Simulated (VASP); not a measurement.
Set up this calculation in VASP 6.6.1, as the native input.

```
Task                   : single point
Functional             : PBE
Potentials or basis    : VASP PAW PBE potentials, release 64 (Al, N)
Cutoff                 : 520 eV
k mesh                 : 8 × 6 × 4
Occupations            : gaussian, width 0.05 eV
Spin                   : no spin polarisation
Dipole correction      : no
Further INCAR settings : ALGO = Normal; EDIFF = 1e-07; NBANDS = 26
```

The structure of AlN lies in POSCAR:

```
AlN
1.0
   -1.6567491617      2.8695737234      0.0000000000
    0.0000000000      0.0000000000      4.1874629526
    4.9702474850      2.8695737234      0.0000000000
Al N
4 4
Direct
    0.3390708702      0.7500000000      0.2397778750
    0.0000000000      0.7500000000      0.6666666667
    0.0000000000      0.2500000000      0.3333333333
    0.5000000000      0.2500000000      0.8333333333
    0.5000000000      0.2500000000      0.1666666667
    0.0000000000      0.2500000000      0.6666666667
    0.0000000000      0.7500000000      0.3333333333
    0.5000000000      0.7500000000      0.8333333333
```

This cell differs from its parent crystal: atom 1 (Al) moved by +0.630 Å along [1 0 0] and -0.252 Å along [1 2 0].

These files were run (other wordings do the same):

INCAR

```
SYSTEM = AlN
PREC = Accurate ; ENCUT = 520
EDIFF = 1E-7 ; ISMEAR = 0
SIGMA = 0.05 ; LREAL = .False.
LASPH = .True. ; NELM = 60
ALGO = Normal ; ISIF = 2
LWAVE = .False. ; LCHARG = .True.
GGA = PE ; LELF = .True.
LVHAR = .True. ; NBANDS = 26
```

KPOINTS

```
regular mesh
0
Gamma
  8 6 4
  0 0 0
```

Potentials or basis: VASP PAW PBE potentials, release 64 (Al, N).

The run is started by

```sh
$ cat potpaw_PBE.64/Al/POTCAR potpaw_PBE.64/N/POTCAR > POTCAR
$ mpirun -np 1 vasp_std > vasp.out
```

Results of the run:

* Pressure: 37.9 GPa
* Largest force: 52.788 eV/Å
* Band gap on the k mesh: 2.63 eV

Caveat: the cell differs from its parent crystal (atom 1 (Al) moved by +0.630 Å along [1 0 0] and -0.252 Å along [1 2 0]); atoms lie so close that the PAW spheres overlap strongly, which falsifies energies and pressures; the cell stands under pressure; forces of over 1 eV/Å act on the atoms, so gaps and moduli don't describe the material at rest.

It took 62 s on 1 thread of Intel(R) Xeon(R) 6975P-C (Granite Rapids), on a shared host, peak memory 0.25 GiB.
